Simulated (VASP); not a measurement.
# Sn3Te (Pm-3m) in VASP: further runs

The runs below take Sn3Te through single point, with PBE.

Program: VASP 6.6.1. These are calculated values, not measurements. Logs are shortened: lines on timing, memory, paths and dates and some standing lists are left out, and cuts for length are marked.

**1. The cell of the first run**

The structure is cubic, space group Pm-3m (No. 221). The conventional cell has a = 4.866 Å, b = 4.866 Å, c = 4.866 Å, α = 90.00°, β = 90.00°, γ = 90.00°. Within 4.5 Å of Sn (site symmetry 4/mmm) lie 8 Sn at 3.44 Å and 4 Te at 3.44 Å. Te (site symmetry m-3m) has 12 Sn at 3.44 Å within 4.5 Å.

**2. Single point, PBE**

INCAR

```
PREC = Accurate
ENCUT = 500
EDIFF = 1E-6
ISMEAR = -1
SIGMA = 0.1
LREAL = False
LASPH = True
NELM = 120
ALGO = Normal
ISIF = 2
LWAVE = False
LCHARG = False
GGA = PE
NBANDS = 32
GGA_COMPAT = False
```

KPOINTS

```
Automatic mesh
0
Gamma
  5 5 5
```

POSCAR

```
Sn3Te
1.0
    4.8656220000      0.0000000000      0.0000000000
    0.0000000000      4.8656220000      0.0000000000
    0.0000000000      0.0000000000      4.8656220000
Sn Te
3 1
Direct
    0.5000000000      0.5000000000      0.0000000000
    0.0000000000      0.5000000000      0.5000000000
    0.5000000000      0.0000000000      0.5000000000
    0.0000000000      0.0000000000      0.0000000000
```

Potentials or basis: VASP PAW PBE potentials, release 64 (Sn_d, Te).

Started as:

```sh
cat potpaw_PBE.64/Sn_d/POTCAR potpaw_PBE.64/Te/POTCAR > POTCAR
mpirun -np 1 vasp_std > vasp.out
```

OUTCAR:

```text
PREC = Accurate
   ENCUT = 500
   EDIFF = 1E-6
   ISMEAR = -1
   LREAL = False
   LASPH = True
   NELM = 120
   ISIF = 2
   GGA = PE

 ion  position               nearest neighbor table
   1  0.500  0.500  0.000-   2 3.44   3 3.44   4 3.44   2 3.44   3 3.44   3 3.44   4 3.44   3 3.44
                             2 3.44   4 3.44   2 3.44   4 3.44
   2  0.000  0.500  0.500-   1 3.44   3 3.44   4 3.44   1 3.44   4 3.44   3 3.44   4 3.44   4 3.44
                             1 3.44   3 3.44   1 3.44   3 3.44
   3  0.500  0.000  0.500-   1 3.44   2 3.44   4 3.44   1 3.44   4 3.44   1 3.44   2 3.44   1 3.44
                             2 3.44   4 3.44   4 3.44   2 3.44
   4  0.000  0.000  0.000-   1 3.44   2 3.44   3 3.44   2 3.44   3 3.44   1 3.44   2 3.44   2 3.44
                             1 3.44   3 3.44   3 3.44   1 3.44

  LATTYP: Found a simple cubic cell.
 ALAT       =     4.8656220000

  Lattice vectors:

 A1 = (   4.8656220000,   0.0000000000,   0.0000000000)
 A2 = (   0.0000000000,   4.8656220000,   0.0000000000)
 A3 = (   0.0000000000,   0.0000000000,   4.8656220000)

Analysis of symmetry for initial positions (statically):
=====================================================================
 Subroutine PRICEL returns:
 Original cell was already a primitive cell.

 Routine SETGRP: Setting up the symmetry group for a
 simple cubic supercell.

 Subroutine GETGRP returns: Found 48 space group operations
 (whereof 48 operations were pure point group operations)
 out of a pool of 48 trial point group operations.

The static configuration has the point symmetry O_h .

Analysis of symmetry for dynamics (positions and initial velocities):
=====================================================================
 Subroutine PRICEL returns:
 Original cell was already a primitive cell.

 Routine SETGRP: Setting up the symmetry group for a
 simple cubic supercell.

 Subroutine GETGRP returns: Found 48 space group operations
 (whereof 48 operations were pure point group operations)
 out of a pool of 48 trial point group operations.

The dynamic configuration has the point symmetry O_h .

 Subroutine INISYM returns: Found 48 space group operations
 (whereof 48 operations are pure point group operations),
 and found     1 'primitive' translations

----------------------------------------------------------------------------------------

                                     Primitive cell

  volume of cell :     115.1901

  direct lattice vectors                    reciprocal lattice vectors
     4.865622000  0.000000000  0.000000000     0.205523569  0.000000000  0.000000000
     0.000000000  4.865622000  0.000000000     0.000000000  0.205523569  0.000000000
     0.000000000  0.000000000  4.865622000     0.000000000  0.000000000  0.205523569

  length of vectors
     4.865622000  4.865622000  4.865622000     0.205523569  0.205523569  0.205523569

  position of ions in fractional coordinates (direct lattice)
     0.500000000  0.500000000  0.000000000
     0.000000000  0.500000000  0.500000000
     0.500000000  0.000000000  0.500000000
     0.000000000  0.000000000  0.000000000

  ion indices of the primitive-cell ions
   primitive index   ion index
                 1           1
                 2           2
                 3           3
                 4           4

----------------------------------------------------------------------------------------

 KPOINTS: Automatic mesh

Automatic generation of k-mesh.
 Grid dimensions read from file:
 generate k-points for:    5    5    5

 Generating k-lattice:

  Cartesian coordinates                     Fractional coordinates (reciprocal lattice)
     0.041104714  0.000000000  0.000000000     0.200000000  0.000000000  0.000000000
     0.000000000  0.041104714  0.000000000     0.000000000  0.200000000  0.000000000
     0.000000000  0.000000000  0.041104714     0.000000000  0.000000000  0.200000000

  Length of vectors
     0.041104714  0.041104714  0.041104714

  Shift w.r.t. Gamma in fractional coordinates (k-lattice)
     0.000000000  0.000000000  0.000000000

 Subroutine IBZKPT returns following result:
 ===========================================

 Found     10 irreducible k-points:

 Following reciprocal coordinates:
            Coordinates               Weight
  0.000000  0.000000  0.000000      1.000000
  0.200000  0.000000  0.000000      6.000000
  0.400000  0.000000  0.000000      6.000000
  0.200000  0.200000  0.000000     12.000000
  0.400000  0.200000  0.000000     24.000000
  0.400000  0.400000  0.000000     12.000000
  0.200000  0.200000  0.200000      8.000000
  0.400000  0.200000  0.200000     24.000000
  0.400000  0.400000  0.200000     24.000000
  0.400000  0.400000  0.400000      8.000000
   k-points           NKPTS =     10   k-points in BZ     NKDIM =     10   number of bands    NBANDS=     32
   number of dos      NEDOS =    301   number of ions     NIONS =      4
   total plane-waves  NPLWV =  46656
   dimension x,y,z NGX =    36 NGY =   36 NGZ =   36
   dimension x,y,z NGXF=    72 NGYF=   72 NGZF=   72
   ions per type =               3   1
   NGX,Y,Z   is equivalent  to a cutoff of  12.30, 12.30, 12.30 a.u.
   NGXF,Y,Z  is equivalent  to a cutoff of  24.60, 24.60, 24.60 a.u.
 SYSTEM =  unknown system
   PREC   = accura    normal or accurate (medium, high low for compatibility)
   ISTART =      0    job   : 0-new  1-cont  2-samecut
   ICHARG =      2    charge: 1-file 2-atom 10-const
   ISPIN  =      1    spin polarized calculation?
   LNONCOLLINEAR =      F non collinear calculations
   LSORBIT =      F    spin-orbit coupling
   LASPH  =      T    aspherical Exc in radial PAW
   ENCUT  =  500.0 eV  36.75 Ry    6.06 a.u.   8.87  8.87  8.87*2*pi/ulx,y,z
   NELM   =    120;   NELMIN=  2; NELMDL= -5     # of ELM steps
   EDIFF  = 0.1E-05   stopping-criterion for ELM
   LREAL  =      F    real-space projection
   EDIFFG = 0.1E-04   stopping-criterion for IOM
   NSW    =      0    number of steps for IOM
   IBRION =     -1    ionic relax: 0-MD 1-quasi-New 2-CG
   NFREE  =      0    steps in history (QN), initial steepest desc. (CG)
   ISIF   =      2    stress and relaxation
   ISYM   =      2    0-nonsym 1-usesym 2-fastsym
   POTIM  = 0.5000    time-step for ionic-motion
   TEBEG  =    0.0;   TEEND  =   0.0 temperature during run
   PSTRESS=    0.0 pullay stress
   NELECT =      48.0000    total number of electrons
   NUPDOWN=      -1.0000    fix difference up-down
   EMIN   =  10.00;   EMAX   =-10.00  energy-range for DOS
   EFERMI =   0.00;   METHOD = LEGACY
   ISMEAR =    -1;   SIGMA  =   0.10  broadening in eV -4-tet -1-fermi 0-gaus
   EFERMI_NEDOS =   21; number of points for ismear=-14 and -15
   IALGO  =     38    algorithm
   IMIX   =      4    mixing-type and parameters
     AMIX     =   0.40;   BMIX     =  1.00
     AMIX_MAG =   1.60;   BMIX_MAG =  1.00
  volume/ion in A,a.u.               =      28.80       194.34
  Fermi-wavevector in a.u.,A,eV,Ry     =   1.222785  2.310729 20.343484  1.495204
  Thomas-Fermi vector in A             =   2.357920
   LORBIT       =      0    0 simple, 1 ext, 2 COOP (PROOUT), +10 PAW based schemes
   GGA     = PE    functional components
   LHFCALC =     F    Hartree Fock is set to
   AEXX    =    0.0000 exact exchange contribution
   IVDW    =     0    specifies the selected vdW correction
   LEPSILON=     F    determine dielectric tensor
   LRPA    =     F    only Hartree local field effects (RPA)
 non-spin polarized calculation
  energy-cutoff  :      500.00
  volume of cell :      115.19
 maximum number of plane-waves:      2945
 NGX is ok and might be reduce to    36
   NGX = 17   NGY = 17   NGZ = 17

 number of electron      48.0000021 magnetization

 Free energy of the ion-electron system (eV)
  ---------------------------------------------------
  ext. energy  EPLUGINS =         0.00000000
  ---------------------------------------------------
  free energy    TOTEN  =       -14.30841460 eV

  energy without entropy =      -14.17570423  energy(sigma->0) =      -14.24205942

 E-fermi :   7.6494     XC(G=0): -10.0646

 val. band max:        7.6060792037   @ k =   0.4000   0.2000   0.2000
 cond. band min:       7.6576099047   @ k =   0.4000   0.4000   0.0000
 fundamental gap:      0.0515307010
 Fermi energy:         7.6494232934

 k-point     1 :       0.0000    0.0000    0.0000
  band No.  band energies     occupation
      1     -14.0453      2.00000
      2     -14.0453      2.00000
      3     -14.0453      2.00000
      4     -14.0285      2.00000
      5     -14.0285      2.00000
      6     -14.0030      2.00000
[... 24 lines left out ...]
     31      12.4321      0.00000
     32      12.8240      0.00000

 k-point     2 :       0.2000    0.0000    0.0000
  band No.  band energies     occupation
      1     -14.0420      2.00000
      2     -14.0304      2.00000
      3     -14.0304      2.00000
      4     -14.0276      2.00000
      5     -14.0196      2.00000
      6     -13.9928      2.00000
[... 24 lines left out ...]
     31      12.9778      0.00000
     32      13.0151      0.00000

 k-point     3 :       0.4000    0.0000    0.0000
  band No.  band energies     occupation
      1     -14.0357      2.00000
      2     -14.0261      2.00000
      3     -14.0008      2.00000
      4     -14.0008      2.00000
      5     -13.9994      2.00000
      6     -13.9862      2.00000
[... 24 lines left out ...]
     31      11.5809      0.00000
     32      13.5805      0.00000

 k-point     4 :       0.2000    0.2000    0.0000
  band No.  band energies     occupation
      1     -14.0315      2.00000
      2     -14.0303      2.00000
      3     -14.0228      2.00000
      4     -14.0224      2.00000
      5     -14.0069      2.00000
      6     -13.9864      2.00000
[... 164 lines left out ...]
     31      12.2351      0.00000
     32      14.1758      0.00000

 k-point     9 :       0.4000    0.4000    0.2000
  band No.  band energies     occupation
      1     -14.0238      2.00000
      2     -14.0214      2.00000
      3     -14.0209      2.00000
      4     -13.9976      2.00000
      5     -13.9914      2.00000
      6     -13.9797      2.00000
[... 24 lines left out ...]
     31      13.0042      0.00000
     32      14.5500      0.00000

 k-point    10 :       0.4000    0.4000    0.4000
  band No.  band energies     occupation
      1     -14.0353      2.00000
      2     -14.0243      2.00000
      3     -14.0243      2.00000
      4     -14.0137      2.00000
      5     -13.9927      2.00000
      6     -13.9808      2.00000
[... 24 lines left out ...]
     31      12.8613      0.00000
     32      15.3678      0.00000

------------------------ aborting loop because EDIFF is reached ----------------------------------------

  FORCE on cell =-STRESS in cart. coord.  units (eV):
  Direction    XX          YY          ZZ          XY          YZ          ZX
  --------------------------------------------------------------------------------------
  -------------------------------------------------------------------------------------
  Total        0.4263275      0.4263275      0.4263275     -0.0000000     -0.0000000     -0.0000000
  in kB        5.9297841      5.9297841      5.9297841     -0.0000000     -0.0000000     -0.0000000
  external PRESSURE =       5.9297841 kB  Pullay stress =       0.0000000 kB

 VOLUME and BASIS-vectors are now :
 -----------------------------------------------------------------------------
  energy-cutoff  :      500.00
  volume of cell :      115.19
      direct lattice vectors                 reciprocal lattice vectors
     4.865622000  0.000000000  0.000000000     0.205523569  0.000000000  0.000000000
     0.000000000  4.865622000  0.000000000     0.000000000  0.205523569  0.000000000
     0.000000000  0.000000000  4.865622000     0.000000000  0.000000000  0.205523569

 POSITION                                       TOTAL-FORCE (eV/Angst)
 -----------------------------------------------------------------------------------
      2.43281      2.43281      0.00000         0.000000      0.000000      0.000000
      0.00000      2.43281      2.43281         0.000000      0.000000      0.000000
      2.43281      0.00000      2.43281         0.000000      0.000000      0.000000
      0.00000      0.00000      0.00000         0.000000      0.000000      0.000000
 -----------------------------------------------------------------------------------
    total drift:                                0.000000      0.000000      0.000000

  FREE ENERGIE OF THE ION-ELECTRON SYSTEM (eV)
  ---------------------------------------------------
  free  energy   TOTEN  =       -14.3084146014 eV

  energy  without entropy=      -14.1757042344  energy(sigma->0) =      -14.24205942
```

Run time: 31 s. Hardware: 1 thread of AMD EPYC 7R43 (Zen 3), shared host; peak memory 0.18 GiB.

Results:

| Item | Value |
| --- | --- |
| Free energy | -14.3084 eV |
| Pressure | 0.6 GPa |
| Band gap on the k mesh | zero (bands 24 and 25 overlap by 1.99 eV) |

Caveat: spin-orbit coupling is left out, which moves the levels of the heavy elements.

**3. Single point, PBE**

INCAR

```
SYSTEM = Sn3Te
PREC     = Accurate       ! precision mode
ENCUT    = 500            ! plane-wave cutoff, eV
EDIFF    = 1E-6           ! SCF threshold, eV
ISMEAR   = -1             ! smearing method
SIGMA    = 0.1            ! smearing width, eV
LREAL    = .False.        ! projectors in reciprocal space
LASPH    = .True.         ! aspherical terms in the spheres
NELM     = 120            ! most SCF steps
ALGO     = Normal         ! electronic algorithm
ISIF     = 2              ! what is computed and relaxed
LWAVE    = .False.        ! write WAVECAR
LCHARG   = .False.        ! write CHGCAR
GGA      = PE             ! functional
NBANDS   = 32             ! bands
GGA_COMPAT= .False.
```

KPOINTS

```
regular mesh
0
Gamma
  5 5 5
  0 0 0
```

POSCAR is that of step 2.

Potentials or basis: VASP PAW PBE potentials, release 64 (Sn_d, Te).

Started as:

```sh
cat potpaw_PBE.64/Sn_d/POTCAR potpaw_PBE.64/Te/POTCAR > POTCAR
mpirun -np 1 vasp_std > vasp.out
```

Wall time 30 s (1 thread of AMD EPYC 7R43 (Zen 3), shared host); peak memory 0.18 GiB.

It converged, with:

```
Free energy            : -14.3084 eV
Pressure               : 0.6 GPa
Band gap on the k mesh : zero (bands 24 and 25 overlap by 1.99 eV)
```

Levels at points of the mesh, in eV from the Fermi level:
```tsv
k point	band 22	band 23	band 24	band 25	band 26	band 27
(0.00, 0.00, 0.00)	-4.20	0.40	0.40	0.40	1.90	1.90
```

Caveat: spin-orbit coupling is left out, which moves the levels of the heavy elements.
